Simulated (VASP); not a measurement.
# YbIr4 (I4/mmm) in VASP: notebook

The runs below take YbIr4 through single point, with PBE.

All numbers are computed with VASP 6.6.1; they aren't measurements. Logs are shortened: lines on timing, memory, paths and dates and some standing lists are left out, and cuts for length are marked.

## 1. The cell of the first run

The structure is tetragonal, space group I4/mmm (No. 139). Conventional cell: a = 3.993 Å, b = 3.993 Å, c = 11.358 Å, α = 90.00°, β = 90.00°, γ = 90.00°. Yb (site symmetry 4/mmm) has 16 Ir at 3.06 to 3.47 Å and 4 Yb at 3.99 Å within 4.0 Å. Within 3.5 Å of Ir (site symmetry -4m2) lie 8 Ir at 2.60 to 2.82 Å and 4 Yb at 3.47 Å. Within 3.1 Å of Ir (site symmetry 4mm) lie 5 Ir at 2.35 to 2.60 Å and 4 Yb at 3.06 Å.

The cell was generated, and may not be a known phase.

## 2. Single point, PBE

Input file INCAR:

```
PREC = Accurate
ENCUT = 520
EDIFF = 1E-6
ISMEAR = 0
SIGMA = 0.1
LREAL = F
LASPH = T
NELM = 80
ALGO = Fast
ISIF = 2
LWAVE = F
LCHARG = T
GGA = PE
LELF = T
LVHAR = T
NBANDS = 38
```

Input file KPOINTS:

```
Automatic mesh
0
Gamma
  12 12 12
```

Input file POSCAR:

```
YbIr4
1.0
   -1.9963548080      1.9963548080      5.6790854658
    1.9963548080     -1.9963548080      5.6790854658
    1.9963548080      1.9963548080     -5.6790854658
Yb Ir
1 4
Direct
    0.0000000000      0.0000000000      0.0000000000
    0.7500000000      0.2500000000      0.5000000000
    0.2500000000      0.7500000000      0.5000000000
    0.3965638088      0.3965638088      0.0000000000
    0.6034361912      0.6034361912      0.0000000000
```

Potentials or basis: VASP PAW PBE potentials, release 64 (Yb, Ir).

The run is started by

```bash
$ cat potpaw_PBE.64/Yb/POTCAR potpaw_PBE.64/Ir/POTCAR > POTCAR
$ mpirun -np 1 vasp_std > vasp.out
```

OUTCAR:

```text
PREC = Accurate
   ENCUT = 520
   EDIFF = 1E-6
   ISMEAR = 0
   LREAL = F
   LASPH = T
   NELM = 80
   ISIF = 2
   GGA = PE

 ion  position               nearest neighbor table
   1  0.000  0.000  0.000-   5 3.06   5 3.06   5 3.06   4 3.06   5 3.06   4 3.06   4 3.06   4 3.06
                             2 3.47   3 3.47   2 3.47   3 3.47   2 3.47   2 3.47   3 3.47   3 3.47
   2  0.750  0.250  0.500-   5 2.60   4 2.60   4 2.60   5 2.60   3 2.82   3 2.82   3 2.82   3 2.82
                             1 3.47   1 3.47   1 3.47   1 3.47
   3  0.250  0.750  0.500-   5 2.60   4 2.60   4 2.60   5 2.60   2 2.82   2 2.82   2 2.82   2 2.82
                             1 3.47   1 3.47   1 3.47   1 3.47
   4  0.397  0.397  0.000-   5 2.35   3 2.60   2 2.60   3 2.60   2 2.60   1 3.06   1 3.06   1 3.06
                             1 3.06
   5  0.603  0.603  0.000-   4 2.35   2 2.60   3 2.60   2 2.60   3 2.60   1 3.06   1 3.06   1 3.06
                             1 3.06

  LATTYP: Found a body centered tetragonal cell.
 ALAT       =     3.9927096160
 C/A-ratio  =     2.8447275219

  Lattice vectors:

 A1 = (  -1.9963548080,   1.9963548080,   5.6790854658)
 A2 = (   1.9963548080,  -1.9963548080,   5.6790854658)
 A3 = (   1.9963548080,   1.9963548080,  -5.6790854658)

Analysis of symmetry for initial positions (statically):
=====================================================================
 Subroutine PRICEL returns:
 Original cell was already a primitive cell.

 Routine SETGRP: Setting up the symmetry group for a
 body centered tetragonal supercell.

 Subroutine GETGRP returns: Found 16 space group operations
 (whereof 16 operations were pure point group operations)
 out of a pool of 16 trial point group operations.

The static configuration has the point symmetry D_4h.

Analysis of symmetry for dynamics (positions and initial velocities):
=====================================================================
 Subroutine PRICEL returns:
 Original cell was already a primitive cell.

 Routine SETGRP: Setting up the symmetry group for a
 body centered tetragonal supercell.

 Subroutine GETGRP returns: Found 16 space group operations
 (whereof 16 operations were pure point group operations)
 out of a pool of 16 trial point group operations.

The dynamic configuration has the point symmetry D_4h.

 Subroutine INISYM returns: Found 16 space group operations
 (whereof 16 operations are pure point group operations),
 and found     1 'primitive' translations

----------------------------------------------------------------------------------------

                                     Primitive cell

  volume of cell :      90.5344

  direct lattice vectors                    reciprocal lattice vectors
    -1.996354808  1.996354808  5.679085466     0.000000000  0.250456481  0.088042345
     1.996354808 -1.996354808  5.679085466     0.250456481  0.000000000  0.088042345
     1.996354808  1.996354808 -5.679085466     0.250456481  0.250456481  0.000000000

  length of vectors
     6.342150800  6.342150800  6.342150800     0.265480514  0.265480514  0.354198952

  position of ions in fractional coordinates (direct lattice)
     0.000000000  0.000000000  0.000000000
     0.750000000  0.250000000  0.500000000
     0.250000000  0.750000000  0.500000000
     0.396563809  0.396563809  0.000000000
     0.603436191  0.603436191  0.000000000

  ion indices of the primitive-cell ions
   primitive index   ion index
                 1           1
                 2           2
                 3           3
                 4           4
                 5           5

----------------------------------------------------------------------------------------

 KPOINTS: Automatic mesh

Automatic generation of k-mesh.
 Grid dimensions read from file:
 generate k-points for:   12   12   12

 Generating k-lattice:

  Cartesian coordinates                     Fractional coordinates (reciprocal lattice)
     0.000000000  0.020871373  0.007336862     0.083333333  0.000000000  0.000000000
     0.020871373  0.000000000  0.007336862     0.000000000  0.083333333  0.000000000
     0.020871373  0.020871373  0.000000000     0.000000000  0.000000000  0.083333333

  Length of vectors
     0.022123376  0.022123376  0.029516579

  Shift w.r.t. Gamma in fractional coordinates (k-lattice)
     0.000000000  0.000000000  0.000000000

 Subroutine IBZKPT returns following result:
 ===========================================

 Found    163 irreducible k-points:

 Following reciprocal coordinates:
            Coordinates               Weight
  0.000000  0.000000  0.000000      1.000000
  0.083333  0.000000  0.000000      8.000000
  0.166667  0.000000 -0.000000      8.000000
  0.250000  0.000000  0.000000      8.000000
  0.333333  0.000000  0.000000      8.000000
  0.416667  0.000000 -0.000000      8.000000
[... 16 lines left out ...]
  0.500000  0.166667 -0.000000     16.000000
 -0.416667  0.166667  0.000000     16.000000
 [... further k-points ...]
   k-points           NKPTS =    163   k-points in BZ     NKDIM =    163   number of bands    NBANDS=     38
   number of dos      NEDOS =    301   number of ions     NIONS =      5
   total plane-waves  NPLWV = 110592
   dimension x,y,z NGX =    48 NGY =   48 NGZ =   48
   dimension x,y,z NGXF=    96 NGYF=   96 NGZF=   96
   ions per type =               1   4
   NGX,Y,Z   is equivalent  to a cutoff of  12.58, 12.58, 12.58 a.u.
   NGXF,Y,Z  is equivalent  to a cutoff of  25.16, 25.16, 25.16 a.u.
 SYSTEM =  unknown system
   PREC   = accura    normal or accurate (medium, high low for compatibility)
   ISTART =      0    job   : 0-new  1-cont  2-samecut
   ICHARG =      2    charge: 1-file 2-atom 10-const
   ISPIN  =      1    spin polarized calculation?
   LNONCOLLINEAR =      F non collinear calculations
   LSORBIT =      F    spin-orbit coupling
   LASPH  =      T    aspherical Exc in radial PAW
   ENCUT  =  520.0 eV  38.22 Ry    6.18 a.u.  11.79 11.79 11.79*2*pi/ulx,y,z
   NELM   =     80;   NELMIN=  2; NELMDL= -5     # of ELM steps
   EDIFF  = 0.1E-05   stopping-criterion for ELM
   LREAL  =      F    real-space projection
   EDIFFG = 0.1E-04   stopping-criterion for IOM
   NSW    =      0    number of steps for IOM
   IBRION =     -1    ionic relax: 0-MD 1-quasi-New 2-CG
   NFREE  =      0    steps in history (QN), initial steepest desc. (CG)
   ISIF   =      2    stress and relaxation
   ISYM   =      2    0-nonsym 1-usesym 2-fastsym
   POTIM  = 0.5000    time-step for ionic-motion
   TEBEG  =    0.0;   TEEND  =   0.0 temperature during run
   PSTRESS=    0.0 pullay stress
   NELECT =      60.0000    total number of electrons
   NUPDOWN=      -1.0000    fix difference up-down
   EMIN   =  10.00;   EMAX   =-10.00  energy-range for DOS
   EFERMI =   0.00;   METHOD = LEGACY
   ISMEAR =     0;   SIGMA  =   0.10  broadening in eV -4-tet -1-fermi 0-gaus
   EFERMI_NEDOS =   21; number of points for ismear=-14 and -15
   IALGO  =     68    algorithm
   IMIX   =      4    mixing-type and parameters
     AMIX     =   0.40;   BMIX     =  1.00
     AMIX_MAG =   1.60;   BMIX_MAG =  1.00
  volume/ion in A,a.u.               =      18.11       122.19
  Fermi-wavevector in a.u.,A,eV,Ry     =   1.427318  2.697239 27.718273  2.037236
  Thomas-Fermi vector in A             =   2.547500
   LORBIT       =      0    0 simple, 1 ext, 2 COOP (PROOUT), +10 PAW based schemes
   GGA     = PE    functional components
   LHFCALC =     F    Hartree Fock is set to
   AEXX    =    0.0000 exact exchange contribution
   IVDW    =     0    specifies the selected vdW correction
   LEPSILON=     F    determine dielectric tensor
   LRPA    =     F    only Hartree local field effects (RPA)
 non-spin polarized calculation
 RMM-DIIS sequential band-by-band and
 Gauss-broadening in eV      SIGMA  =   0.10
  energy-cutoff  :      520.00
  volume of cell :       90.53
 maximum number of plane-waves:      2502
   NGX = 23   NGY = 23   NGZ = 23

 number of electron      60.0000001 magnetization

 Free energy of the ion-electron system (eV)
  ---------------------------------------------------
  ext. energy  EPLUGINS =         0.00000000
  ---------------------------------------------------
  free energy    TOTEN  =       -39.50061325 eV

  energy without entropy =      -39.46304393  energy(sigma->0) =      -39.48182859

 E-fermi :   6.4703     XC(G=0): -12.4820

 val. band max:        6.4690716377   @ k =   0.3333   0.1667   0.1667
 cond. band min:       6.4704005079   @ k =  -0.2500   0.2500   0.0833
 fundamental gap:      0.0013288701
 Fermi energy:         6.4703057052

 k-point     1 :       0.0000    0.0000    0.0000
  band No.  band energies     occupation
      1     -44.7542      2.00000
      2     -17.0069      2.00000
      3     -16.9596      2.00000
      4     -16.9596      2.00000
      5      -2.4954      2.00000
      6       0.4092      2.00000
[... 30 lines left out ...]
     37      10.6310      0.00000
     38      12.1792      0.00000

 k-point     2 :       0.0833    0.0000    0.0000
  band No.  band energies     occupation
      1     -44.7540      2.00000
      2     -17.0059      2.00000
      3     -16.9667      2.00000
      4     -16.9596      2.00000
      5      -2.3980      2.00000
      6       0.4420      2.00000
[... 30 lines left out ...]
     37      10.5770      0.00000
     38      12.3268      0.00000

 k-point     3 :       0.1667    0.0000   -0.0000
  band No.  band energies     occupation
      1     -44.7536      2.00000
      2     -17.0033      2.00000
      3     -16.9859      2.00000
      4     -16.9596      2.00000
      5      -2.1139      2.00000
      6       0.5424      2.00000
[... 30 lines left out ...]
     37      10.4104      0.00000
[... 781 lines left out ...]
 k-point    23 :       0.5000    0.1667   -0.0000
  band No.  band energies     occupation
      1     -44.7516      2.00000
      2     -17.0581      2.00000
      3     -16.9917      2.00000
      4     -16.9805      2.00000
      5      -0.1875      2.00000
      6       0.5797      2.00000
[... 30 lines left out ...]
     37      10.7214      0.00000
     38      11.3980      0.00000

 k-point    24 :      -0.4167    0.1667    0.0000
  band No.  band energies     occupation
      1     -44.7518      2.00000
      2     -17.0518      2.00000
      3     -16.9923      2.00000
      4     -16.9808      2.00000
      5      -0.5432      2.00000
      6       0.7090      2.00000
[... 30 lines left out ...]
     37      10.5902      0.00000
     38      11.2919      0.00000

 [... further k-points ...]

------------------------ aborting loop because EDIFF is reached ----------------------------------------

  FORCE on cell =-STRESS in cart. coord.  units (eV):
  Direction    XX          YY          ZZ          XY          YZ          ZX
  --------------------------------------------------------------------------------------
  -------------------------------------------------------------------------------------
  Total        0.0233048      0.0233048      0.1314381      0.0000000     -0.0000000      0.0000000
  in kB        0.4124222      0.4124222      2.3260436      0.0000000     -0.0000000      0.0000000
  external PRESSURE =       1.0502960 kB  Pullay stress =       0.0000000 kB

 VOLUME and BASIS-vectors are now :
 -----------------------------------------------------------------------------
  energy-cutoff  :      520.00
  volume of cell :       90.53
      direct lattice vectors                 reciprocal lattice vectors
    -1.996354808  1.996354808  5.679085466     0.000000000  0.250456481  0.088042345
     1.996354808 -1.996354808  5.679085466     0.250456481  0.000000000  0.088042345
     1.996354808  1.996354808 -5.679085466     0.250456481  0.250456481  0.000000000

 POSITION                                       TOTAL-FORCE (eV/Angst)
 -----------------------------------------------------------------------------------
      0.00000      0.00000      0.00000         0.000000      0.000000      0.000000
     -0.00000      1.99635      2.83954         0.000000      0.000000     -0.000000
      1.99635     -0.00000      2.83954         0.000000      0.000000      0.000000
      0.00000      0.00000      4.50424        -0.000000     -0.000000      0.013959
      0.00000      0.00000      6.85393         0.000000      0.000000     -0.013959
 -----------------------------------------------------------------------------------
    total drift:                                0.000000     -0.000000     -0.000000

  FREE ENERGIE OF THE ION-ELECTRON SYSTEM (eV)
  ---------------------------------------------------
  free  energy   TOTEN  =       -39.5006132511 eV

  energy  without entropy=      -39.4630439305  energy(sigma->0) =      -39.48182859
```

Run time: 46 min. Hardware: 1 thread of AMD EPYC 9R45 (Zen 5), shared host; peak memory 0.72 GiB.

What came out:

- Free energy: -39.5006 eV
- Pressure: 0.1 GPa
- Largest force: 0.014 eV/Å
- Band gap on the k mesh: zero (bands 30 and 31 overlap by 1.47 eV)

Forces in eV/Å, atoms in the order of the input:
```
Yb   0.000  0.000  0.000
Ir   0.000  0.000  0.000
Ir   0.000  0.000  0.000
Ir   0.000  0.000  0.014
Ir   0.000  0.000 -0.014
```

Stress tensor (GPa, compression positive):
```
0.04 0.00 0.00
0.00 0.04 0.00
0.00 0.00 0.23
```

Caveat: spin-orbit coupling is left out, which moves the levels of the heavy elements.

## 3. Single point, PBE, collinear spin, ferromagnetic start

This run uses another cell than the first one, of 18.19 Å³/atom.

Input file INCAR:

```
SYSTEM = YbIr4
PREC = Accurate
ENCUT = 520
EDIFF = 1E-6
ISMEAR = 0
SIGMA = 0.1
LREAL = .False.
LASPH = .True.
NELM = 150
ALGO = Fast
ISIF = 2
LWAVE = .False.
LCHARG = .False.
ISPIN = 2
MAGMOM = 1 1 1 1 1
LORBIT = 11
LMAXMIX = 6
GGA = PE
NBANDS = 42
```

Input file KPOINTS:

```
Automatic mesh
0
Gamma
  6 6 6
  0 0 0
```

Input file POSCAR:

```
YbIr4
1.0
   -2.0110937531      2.0110937531      5.6222248424
    2.0110937531     -2.0110937531      5.6222248424
    2.0110937531      2.0110937531     -5.6222248424
Yb Ir
1 4
Direct
    0.0000000000      0.0000000000      0.0000000000
    0.7500000000      0.2500000000      0.5000000000
    0.2500000000      0.7500000000      0.5000000000
    0.3957111861      0.3957111861      0.0000000000
    0.6042888139      0.6042888139      0.0000000000
```

Potentials or basis: VASP PAW PBE potentials, release 64 (Yb, Ir).

The run is started by

```bash
$ cat potpaw_PBE.64/Yb/POTCAR potpaw_PBE.64/Ir/POTCAR > POTCAR
$ mpirun -np 1 vasp_std > vasp.out
```

It took 18 min on 1 thread of AMD EPYC 9R45 (Zen 5), shared host; peak memory 0.53 GiB.

It converged, with:

- Free energy: -39.4919 eV
- Pressure: -0.3 GPa
- Largest force: 0.145 eV/Å
- Band gap on the k mesh: zero (filled and empty bands overlap)
- Net moment: 0.00 μB per cell
- Valence electrons inside the program's atomic spheres: Yb 22.08; Ir 8.21, 8.45 (each value once)

Forces in eV/Å, atoms in the order of the input:
```
Yb   0.000  0.000  0.000
Ir   0.000  0.000  0.000
Ir   0.000  0.000  0.000
Ir   0.000  0.000  0.145
Ir   0.000  0.000 -0.145
```

Stress tensor (GPa, compression positive):
```
-0.92  0.00  0.00
 0.00 -0.92  0.00
 0.00  0.00  0.80
```

Levels at points of the mesh, in eV from the Fermi level:
Spin up:
| k point | band 28 | band 29 | band 30 | band 31 | band 32 | band 33 |
| --- | --- | --- | --- | --- | --- | --- |
| (0.00, 0.00, 0.00) | -0.29 | -0.27 | -0.21 | 0.01 | 0.86 | 1.21 |
| (0.50, 0.00, 0.00) | -0.39 | -0.34 | -0.32 | -0.27 | 0.17 | 0.98 |
| (0.50, 0.50, 0.00) | -0.28 | -0.15 | -0.04 | 1.00 | 1.34 | 2.06 |
| (0.50, 0.50, 0.50) | 0.14 | 0.36 | 0.75 | 0.73 | 1.07 | 1.21 |
Spin down:
```csv
k point,band 28,band 29,band 30,band 31,band 32,band 33
"(0.00, 0.00, 0.00)",-0.29,-0.27,-0.21,0.01,0.84,1.21
"(0.50, 0.00, 0.00)",-0.39,-0.34,-0.32,-0.27,0.17,0.99
"(0.50, 0.50, 0.00)",-0.28,-0.15,-0.04,0.40,1.00,1.44
"(0.50, 0.50, 0.50)",0.14,0.32,0.77,1.09,1.05,1.21
```

Caveat: spin-orbit coupling is left out, which moves the levels of the heavy elements.

The gap in the log of VASP goes by the Fermi energy; the results here count the filled bands.